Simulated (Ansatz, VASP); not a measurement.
**SnO in VASP and in Ansatz**

```
Sn O
1.0
     3.82016    0.00000    0.00000
     0.00000    3.82016    0.00000
     0.00000    0.00000   22.22608
Sn O
4 4
Direct
  0.75000 0.25000 0.20246
  0.25000 0.75000 0.30878
  0.37500 0.25000 0.50675
  0.87500 0.75000 0.61307
  0.25000 0.25000 0.25562
  0.75000 0.75000 0.25562
  0.87500 0.25000 0.55991
  0.37500 0.75000 0.55991
```

Alike in both runs: task single point; functional PBE; dispersion D3(BJ); k mesh 7 × 7 × 1; occupations gaussian, width 0.05 eV; no spin polarisation.

|  | VASP | Ansatz |
| --- | --- | --- |
| version | VASP 6.6.1 | Ansatz 0.2.0 |
| potentials or method | VASP PAW PBE potentials, release 64 (Sn_d, O), cutoff 520 eV | scalar-relativistic, plane waves, PAW |
| valence electrons in the cell | 80 | 80 |

VASP gave:

| Property | Result |
| --- | --- |
| gap on the k mesh at the Fermi level (eV) | 2.59 |
| least direct gap on the mesh (eV) | 2.61 |
| rms of the force components (eV/Å) | 0.051 |

**Question.** Which values does Ansatz return?

**Answer.** gap on the k mesh at the Fermi level (eV): 2.63; least direct gap on the mesh (eV): 2.66; rms of the force components (eV/Å): 0.017.
